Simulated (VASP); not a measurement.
Input of a VASP 6.6.1 run:

The input INCAR:

```
SYSTEM = Tl
  PREC = Accurate
  ENCUT = 500
  EDIFF = 1E-6
  ISMEAR = -1
  SIGMA = 0.1
  LREAL = .FALSE.
  LASPH = .TRUE.
  NELM = 200
  ALGO = Normal
  ISIF = 2
  LWAVE = .FALSE.
  LCHARG = .TRUE.
  MAGMOM = 0 0 0
  LORBIT = 11
  LSORBIT = .TRUE.
  GGA_COMPAT = .FALSE.
  LORBMOM = .TRUE.
  GGA = RP
  IVDW = 12
  LVHAR = .TRUE.
  NBANDS = 24
```

KPOINTS

```
regular mesh
0
G
  10 10 10
  0 0 0
```

POSCAR

```
Tl
1.0
   -1.9559951750      1.9559951750      1.9559951750
    1.9559951750     -1.9559951750      1.9559951750
    1.9559951750      1.9559951750     -1.9559951750
Tl
1
Direct
    0.0000000000      0.0000000000      0.0000000000
```

Potentials or basis: VASP PAW PBE potentials, release 64 (Tl_d).

The run is started by

```sh
$ cat potpaw_PBE.64/Tl_d/POTCAR > POTCAR
$ mpirun -np 1 vasp_ncl > vasp.out
```

Q: Predict the dispersion energy per atom.

A: -2.187 eV.

Q: Estimate the net moment.

A: 0.00 μB per cell.

Q: Estimate the pressure.

A: -14.7 GPa.

Moments on the atoms (μB; x, y, z):
```
Tl  0.00 0.00 0.00
```

Caveat: three body term missing; the cell stands under tension; the PAW data sets were made with another functional, which shifts forces and pressure a little.
